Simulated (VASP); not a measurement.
# W (Fm-3m) in VASP: notebook, part 2 of 3

VASP 6.6.1.

### Step 3. Single point, PBE

This run uses another cell than the first one, of 11.64 Å³/atom, 0.996 times its volume.

Input file INCAR:

```
SYSTEM = W
PREC = Accurate
ENCUT = 520
EDIFF = 1E-6
ISMEAR = -1
SIGMA = 0.1
LREAL = .False.
LASPH = .True.
NELM = 100
ALGO = Normal
ISIF = 2
LWAVE = .False.
LCHARG = .False.
GGA = PE
NBANDS = 13
```

Input file KPOINTS:

```
regular mesh
0
Gamma
  18 18 18
  0 0 0
```

Input file POSCAR:

```
W
1.0
    0.0000000000      1.7989993583      1.7989993583
    1.7989993583      0.0000000000      1.7989993583
    1.7989993583      1.7989993583      0.0000000000
W
1
Direct
    0.0000000000      0.0000000000      0.0000000000
```

Potentials or basis: VASP PAW PBE potentials, release 64 (W_sv).

Launch:

```console
$ cat potpaw_PBE.64/W_sv/POTCAR > POTCAR
$ mpirun -np 1 vasp_std > vasp.out
```

OUTCAR:

```text
SYSTEM = W
   PREC = Accurate
   ENCUT = 520
   EDIFF = 1E-6
   ISMEAR = -1
   LREAL = .False.
   LASPH = .True.
   NELM = 100
   ISIF = 2
   GGA = PE

 ion  position               nearest neighbor table
   1  0.000  0.000  0.000-

  LATTYP: Found a face centered cubic cell.
 ALAT       =     3.5979987166

  Lattice vectors:

 A1 = (   0.0000000000,   1.7989993583,   1.7989993583)
 A2 = (   1.7989993583,   0.0000000000,   1.7989993583)
 A3 = (   1.7989993583,   1.7989993583,   0.0000000000)

Analysis of symmetry for initial positions (statically):
=====================================================================
 Subroutine PRICEL returns:
 Original cell was already a primitive cell.

 Routine SETGRP: Setting up the symmetry group for a
 face centered cubic supercell.

 Subroutine GETGRP returns: Found 48 space group operations
 (whereof 48 operations were pure point group operations)
 out of a pool of 48 trial point group operations.

The static configuration has the point symmetry O_h .

Analysis of symmetry for dynamics (positions and initial velocities):
=====================================================================
 Subroutine PRICEL returns:
 Original cell was already a primitive cell.

 Routine SETGRP: Setting up the symmetry group for a
 face centered cubic supercell.

 Subroutine GETGRP returns: Found 48 space group operations
 (whereof 48 operations were pure point group operations)
 out of a pool of 48 trial point group operations.

The dynamic configuration has the point symmetry O_h .

 Subroutine INISYM returns: Found 48 space group operations
 (whereof 48 operations are pure point group operations),
 and found     1 'primitive' translations

----------------------------------------------------------------------------------------

                                     Primitive cell

  volume of cell :      11.6446

  direct lattice vectors                    reciprocal lattice vectors
     0.000000000  1.798999358  1.798999358    -0.277932284  0.277932284  0.277932284
     1.798999358  0.000000000  1.798999358     0.277932284 -0.277932284  0.277932284
     1.798999358  1.798999358  0.000000000     0.277932284  0.277932284 -0.277932284

  length of vectors
     2.544169291  2.544169291  2.544169291     0.481392836  0.481392836  0.481392836

  position of ions in fractional coordinates (direct lattice)
     0.000000000  0.000000000  0.000000000

  ion indices of the primitive-cell ions
   primitive index   ion index
                 1           1

----------------------------------------------------------------------------------------

 KPOINTS: regular mesh

Automatic generation of k-mesh.
 Grid dimensions read from file:
 generate k-points for:   18   18   18

 Generating k-lattice:

  Cartesian coordinates                     Fractional coordinates (reciprocal lattice)
    -0.015440682  0.015440682  0.015440682     0.055555556  0.000000000  0.000000000
     0.015440682 -0.015440682  0.015440682     0.000000000  0.055555556  0.000000000
     0.015440682  0.015440682 -0.015440682     0.000000000  0.000000000  0.055555556

  Length of vectors
     0.026744046  0.026744046  0.026744046

  Shift w.r.t. Gamma in fractional coordinates (k-lattice)
     0.000000000  0.000000000  0.000000000

 Subroutine IBZKPT returns following result:
 ===========================================

 Found    195 irreducible k-points:

 Following reciprocal coordinates:
            Coordinates               Weight
  0.000000  0.000000  0.000000      1.000000
  0.055556  0.000000  0.000000      8.000000
  0.111111  0.000000  0.000000      8.000000
  0.166667  0.000000  0.000000      8.000000
  0.222222  0.000000  0.000000      8.000000
  0.277778  0.000000  0.000000      8.000000
[... 16 lines left out ...]
 -0.277778  0.055556  0.000000     24.000000
 -0.222222  0.055556  0.000000     24.000000
 [... further k-points ...]
   k-points           NKPTS =    195   k-points in BZ     NKDIM =    195   number of bands    NBANDS=     13
   number of dos      NEDOS =    301   number of ions     NIONS =      1
   total plane-waves  NPLWV =   8000
   dimension x,y,z NGX =    20 NGY =   20 NGZ =   20
   dimension x,y,z NGXF=    40 NGYF=   40 NGZF=   40
   ions per type =               1
   NGX,Y,Z   is equivalent  to a cutoff of  13.07, 13.07, 13.07 a.u.
   NGXF,Y,Z  is equivalent  to a cutoff of  26.14, 26.14, 26.14 a.u.
 SYSTEM =  W
   PREC   = accura    normal or accurate (medium, high low for compatibility)
   ISTART =      0    job   : 0-new  1-cont  2-samecut
   ICHARG =      2    charge: 1-file 2-atom 10-const
   ISPIN  =      1    spin polarized calculation?
   LNONCOLLINEAR =      F non collinear calculations
   LSORBIT =      F    spin-orbit coupling
   LASPH  =      T    aspherical Exc in radial PAW
   ENCUT  =  520.0 eV  38.22 Ry    6.18 a.u.   4.73  4.73  4.73*2*pi/ulx,y,z
   NELM   =    100;   NELMIN=  2; NELMDL= -5     # of ELM steps
   EDIFF  = 0.1E-05   stopping-criterion for ELM
   LREAL  =      F    real-space projection
[... 7 lines left out ...]
   TEBEG  =    0.0;   TEEND  =   0.0 temperature during run
   PSTRESS=    0.0 pullay stress
   NELECT =      14.0000    total number of electrons
   NUPDOWN=      -1.0000    fix difference up-down
   EMIN   =  10.00;   EMAX   =-10.00  energy-range for DOS
   EFERMI =   0.00;   METHOD = LEGACY
   ISMEAR =    -1;   SIGMA  =   0.10  broadening in eV -4-tet -1-fermi 0-gaus
   EFERMI_NEDOS =   21; number of points for ismear=-14 and -15
   IALGO  =     38    algorithm
   IMIX   =      4    mixing-type and parameters
     AMIX     =   0.40;   BMIX     =  1.00
     AMIX_MAG =   1.60;   BMIX_MAG =  1.00
  volume/ion in A,a.u.               =      11.64        78.58
  Fermi-wavevector in a.u.,A,eV,Ry     =   1.740777  3.289592 41.229802  3.030305
  Thomas-Fermi vector in A             =   2.813361
   LORBIT       =      0    0 simple, 1 ext, 2 COOP (PROOUT), +10 PAW based schemes
   GGA     = PE    functional components
   LHFCALC =     F    Hartree Fock is set to
   AEXX    =    0.0000 exact exchange contribution
   IVDW    =     0    specifies the selected vdW correction
   LEPSILON=     F    determine dielectric tensor
   LRPA    =     F    only Hartree local field effects (RPA)
 non-spin polarized calculation
  energy-cutoff  :      520.00
  volume of cell :       11.64
 maximum number of plane-waves:       332
   NGX =  9   NGY =  9   NGZ =  9

 number of electron      13.9999999 magnetization

 Free energy of the ion-electron system (eV)
  ---------------------------------------------------
  ext. energy  EPLUGINS =         0.00000000
  ---------------------------------------------------
  free energy    TOTEN  =       -10.26875808 eV

  energy without entropy =      -10.24361984  energy(sigma->0) =      -10.25618896

 E-fermi :  15.9324     XC(G=0): -15.4593

 val. band max:       15.9308225800   @ k =  -0.1667   0.1111   0.0000
 cond. band min:      15.9557348364   @ k =   0.3889   0.0556   0.0000
 fundamental gap:      0.0249122564
 Fermi energy:        15.9324265078

 k-point     1 :       0.0000    0.0000    0.0000
  band No.  band energies     occupation
      1     -57.4619      2.00000
      2     -20.2030      2.00000
      3     -20.2030      2.00000
      4     -20.2030      2.00000
      5       5.3560      2.00000
      6      14.6527      1.99999
      7      14.6527      1.99999
      8      14.6527      1.99999
      9      19.6634      0.00000
     10      19.6634      0.00000
     11      28.8797      0.00000
     12      35.9984      0.00000
     13      35.9984      0.00000

 k-point     2 :       0.0556    0.0000    0.0000
  band No.  band energies     occupation
      1     -57.4483      2.00000
      2     -20.3219      2.00000
      3     -20.2164      2.00000
      4     -20.2164      2.00000
      5       5.5723      2.00000
      6      14.4828      2.00000
      7      14.7519      1.99999
      8      14.7519      1.99999
      9      19.5424      0.00000
     10      19.5424      0.00000
     11      29.3057      0.00000
[... 339 lines left out ...]
 k-point    24 :      -0.2222    0.0556    0.0000
  band No.  band energies     occupation
      1     -57.2371      2.00000
      2     -21.9267      2.00000
      3     -20.5305      2.00000
      4     -20.3695      2.00000
      5       8.2478      2.00000
      6      13.4895      2.00000
      7      15.2832      1.99697
      8      15.4517      1.98380
      9      18.6757      0.00000
     10      20.4312      0.00000
     11      30.3826      0.00000
     12      36.1713      0.00000
     13      41.2103      0.00000

 [... further k-points ...]

------------------------ aborting loop because EDIFF is reached ----------------------------------------

  FORCE on cell =-STRESS in cart. coord.  units (eV):
  Direction    XX          YY          ZZ          XY          YZ          ZX
  --------------------------------------------------------------------------------------
  -------------------------------------------------------------------------------------
  Total       14.1838413     14.1838413     14.1838413     -0.0000000      0.0000000      0.0000000
  in kB     1951.5578281   1951.5578281   1951.5578281     -0.0000000      0.0000000      0.0000000
  external PRESSURE =    1951.5578281 kB  Pullay stress =       0.0000000 kB

 VOLUME and BASIS-vectors are now :
 -----------------------------------------------------------------------------
  energy-cutoff  :      520.00
  volume of cell :       11.64
      direct lattice vectors                 reciprocal lattice vectors
     0.000000000  1.798999358  1.798999358    -0.277932284  0.277932284  0.277932284
     1.798999358  0.000000000  1.798999358     0.277932284 -0.277932284  0.277932284
     1.798999358  1.798999358  0.000000000     0.277932284  0.277932284 -0.277932284

 POSITION                                       TOTAL-FORCE (eV/Angst)
 -----------------------------------------------------------------------------------
      0.00000      0.00000      0.00000         0.000000     -0.000000     -0.000000
 -----------------------------------------------------------------------------------
    total drift:                               -0.000000     -0.000000     -0.000000

  FREE ENERGIE OF THE ION-ELECTRON SYSTEM (eV)
  ---------------------------------------------------
  free  energy   TOTEN  =       -10.2687580822 eV

  energy  without entropy=      -10.2436198360  energy(sigma->0) =      -10.25618896
```

OSZICAR:

```text
N       E                     dE             d eps       ncg     rms          rms(c)
DAV:   1     0.858677292084E+02    0.85868E+02   -0.74442E+03  5110   0.128E+03
DAV:   2    -0.920260390216E+01   -0.95070E+02   -0.91300E+02  5585   0.326E+02
DAV:   3    -0.106584293971E+02   -0.14558E+01   -0.14509E+01  5585   0.387E+01
DAV:   4    -0.106624550369E+02   -0.40256E-02   -0.40256E-02  5835   0.222E+00
DAV:   5    -0.106624760334E+02   -0.20997E-04   -0.20996E-04  5695   0.151E-01    0.361E+01
DAV:   6    -0.103830841828E+02    0.27939E+00   -0.13665E-01  5280   0.522E+00    0.184E+01
DAV:   7    -0.102712809936E+02    0.11180E+00   -0.12207E-01  5515   0.470E+00    0.439E-01
DAV:   8    -0.102687418631E+02    0.25391E-02   -0.42128E-03  5200   0.934E-01    0.595E-02
DAV:   9    -0.102687515268E+02   -0.96637E-05   -0.38423E-05  6075   0.746E-02    0.242E-02
DAV:  10    -0.102687581806E+02   -0.66538E-05   -0.39553E-06  5360   0.244E-02    0.899E-03
DAV:  11    -0.102687580822E+02    0.98393E-07   -0.68859E-08  2885   0.326E-03
   1 F= -.10268758E+02 E0= -.10256189E+02  d E =-.251382E-01
```

It took 12 s on 1 thread of AMD EPYC 9R45 (Zen 5), shared host; peak memory 0.12 GiB.

Results:

- Free energy: -10.2688 eV
- Pressure: 195.2 GPa
- Band gap on the k mesh: zero (band 7 reaches 21.97 eV, above the bottom of band 8 at 14.65 eV)

Levels at points of the mesh, in eV from the Fermi level:
```
           k point  band 4  band 5  band 6  band 7  band 8  band 9  band 10  band 11
(0.00, 0.00, 0.00)  -36.14  -10.58   -1.28   -1.28   -1.28    3.73     3.73    12.95
(0.50, 0.00, 0.00)  -36.56   -7.79   -1.71   -1.71    2.44    7.79     7.79    12.84
(0.50, 0.50, 0.00)  -37.33   -8.50   -7.29    6.04    7.80    9.06     9.06    15.24
```

Caveat: spin-orbit coupling is left out, which moves the levels of the heavy elements.

[end of part 2 of 3]
